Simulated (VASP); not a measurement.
Write the native input for VASP 6.6.1 that does the following.

```yaml
Task: relaxation of cell and atoms
Functional: LDA
Potentials_or_basis: VASP PAW LDA potentials, release 64 (Al, P)
Cutoff: 500 eV
k_mesh: 8 × 8 × 8
Occupations: gaussian, width 0.02 eV
Spin: no spin polarisation
Dipole_correction: no
Further_INCAR_settings: ALGO = Normal; EDIFF = 1e-07; IBRION = 2; EDIFFG = -0.002; NSW = 100; ISIF = 3
```

The structure of AlP (lda) lies in POSCAR:

```
AlP
1.0
    0.0000000000      2.7320000000      2.7320000000
    2.7320000000      0.0000000000      2.7320000000
    2.7320000000      2.7320000000      0.0000000000
Al P
1 1
Direct
    0.0000000000      0.0000000000      0.0000000000
    0.2500000000      0.2500000000      0.2500000000
```

One way to write it, as run:

INCAR

```
PREC     = Accurate       # precision mode
ENCUT    = 500            # plane-wave cutoff, eV
EDIFF    = 1E-7           # SCF threshold, eV
ISMEAR   = 0              # smearing method
SIGMA    = 0.02           # smearing width, eV
LREAL    = F              # projectors in reciprocal space
LASPH    = T              # aspherical terms in the spheres
NELM     = 120            # most SCF steps
ALGO     = Normal         # electronic algorithm
ISIF     = 3              # what is computed and relaxed
LWAVE    = F              # write WAVECAR
LCHARG   = F              # write CHGCAR
GGA      = CA             # functional
IBRION   = 2              # ionic algorithm
NSW      = 100            # ionic steps
EDIFFG   = -0.002         # ionic threshold
GGA_COMPAT= F            
NELMIN   = 4
```

KPOINTS

```
Automatic mesh
0
Gamma
  8 8 8
```

Potentials or basis: VASP PAW LDA potentials, release 64 (Al, P).

The run is started by

```console
$ cat potpaw_LDA.64/Al/POTCAR potpaw_LDA.64/P/POTCAR > POTCAR
$ mpirun -np 1 vasp_std > vasp.out
```

It gave:

```yaml
Relaxed_volume: 20.07 Å³/atom
Relaxed_cell: a = 3.843 Å, b = 3.843 Å, c = 3.843 Å, α = 60.00°, β = 60.00°, γ = 60.00°
Space_group_after_relaxing_to_0.05_Å: F-43m (No. 216)
Energy_gained_by_relaxing: 1.4 meV/atom
Ionic_steps: 3
Pressure_after_relaxing: 0.0 GPa
Band_gap_on_the_k_mesh: 1.42 eV, indirect (least direct gap 3.24 eV)
```

It took 25 s on 1 thread of Intel Xeon 8259CL (shared host), peak memory 0.13 GiB.
